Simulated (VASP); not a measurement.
**Li: single point with PBE**

The system is Li.

```
CELL_PARAMETERS angstrom
1.55050 0.89518 7.36065
-1.55050 0.89518 7.36065
0.00000 -1.79036 7.36065
ATOMIC_POSITIONS crystal
Li 0.00000 0.00000 0.00000
Li 0.22200 0.22200 0.22200
Li 0.77800 0.77800 0.77800
```

This cell differs from its parent crystal: zz strain of -3 %.

* Program: VASP 6.6.1
* Task: single point
* Functional: PBE
* Potentials or basis: VASP PAW PBE potentials, release 64 (Li_sv)
* Cutoff: 520 eV
* k mesh: 12 × 12 × 12
* Occupations: fermi-dirac, width 0.05 eV
* Spin: no spin polarisation

```yaml
Largest_force: 0.010 eV/Å
Band_gap_on_the_k_mesh: zero (an odd number of electrons rules out a gap without spin polarisation)
```

Forces in eV/Å, atoms in the order of the input:
```
Li   0.000  0.000  0.000
Li   0.000  0.000  0.010
Li   0.000  0.000 -0.010
```

Levels at points of the mesh, in eV from the Fermi level:
| k point | band 1 | band 2 | band 3 | band 4 | band 5 | band 6 | band 7 | band 8 | band 9 | band 10 |
| --- | --- | --- | --- | --- | --- | --- | --- | --- | --- | --- |
| (0.00, 0.00, 0.00) | -46.52 | -46.51 | -46.50 | -3.53 | -1.49 | -1.48 | 6.06 | 6.08 | 12.42 | 12.42 |
| (0.50, 0.00, 0.00) | -46.51 | -46.50 | -46.50 | -0.10 | 0.79 | 1.04 | 3.70 | 3.85 | 4.49 | 8.65 |
| (0.50, 0.50, 0.00) | -46.51 | -46.50 | -46.50 | 0.20 | 0.30 | 1.13 | 3.16 | 4.45 | 5.57 | 6.95 |
| (0.50, 0.50, 0.50) | -46.52 | -46.51 | -46.50 | -3.01 | -3.01 | 0.18 | 3.17 | 11.04 | 11.09 | 12.09 |

It took 11 min on 1 thread of AMD EPYC 7R43 64-Core Processor (Zen 3), with other jobs on the host, peak memory 0.38 GiB.

Caveat: the cell differs from its parent crystal (zz strain of -3 %).
